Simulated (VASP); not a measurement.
Wanted: the native input for a VASP 6.6.1 run.

```yaml
Task: single point
Functional: PBE
Potentials_or_basis: VASP PAW PBE potentials, release 64 (Ag, Rh_pv)
Cutoff: 520 eV
k_mesh: 11 × 11 × 6
Occupations: fermi-dirac, width 0.05 eV
Spin: no spin polarisation
Dipole_correction: no
Further_INCAR_settings: ALGO = Fast; EDIFF = 1e-06; NBANDS = 20
```

The structure of AgRh lies in POSCAR:

```
AgRh
1.0
    2.7589461066      0.0000000000      0.0000000000
   -1.3794730533      2.3893174160      0.0000000000
    0.0000000000      0.0000000000      4.7763285309
Ag Rh
1 1
Direct
    0.0000000000      0.0000000000      0.5000000000
    0.6666666667      0.3333333333      0.0000000000
```

The input as run:

INCAR

```
ALGO = Fast
EDIFF = 1E-6
ENCUT = 520
GGA = PE
ISIF = 2
ISMEAR = -1
LASPH = T
LCHARG = T
LELF = T
LREAL = F
LVHAR = T
LWAVE = F
NBANDS = 20
NELM = 100
PREC = Accurate
SIGMA = 0.05
```

KPOINTS

```
k-points
0
Gamma
  11 11 6
```

Potentials or basis: VASP PAW PBE potentials, release 64 (Ag, Rh_pv).

Command:

```sh
$ cat potpaw_PBE.64/Ag/POTCAR potpaw_PBE.64/Rh_pv/POTCAR > POTCAR
$ mpirun -np 1 vasp_std > vasp.out
```

Results of the run:

```json
{
  "Pressure": "0.7 GPa",
  "Band gap on the k mesh": "zero (band 13 reaches 10.21 eV, above the bottom of band 14 at 8.85 eV)"
}
```

It took 22 s on 1 thread of Intel(R) Xeon(R) Platinum 8488C (Sapphire Rapids), with other jobs on the host, peak memory 0.17 GiB.
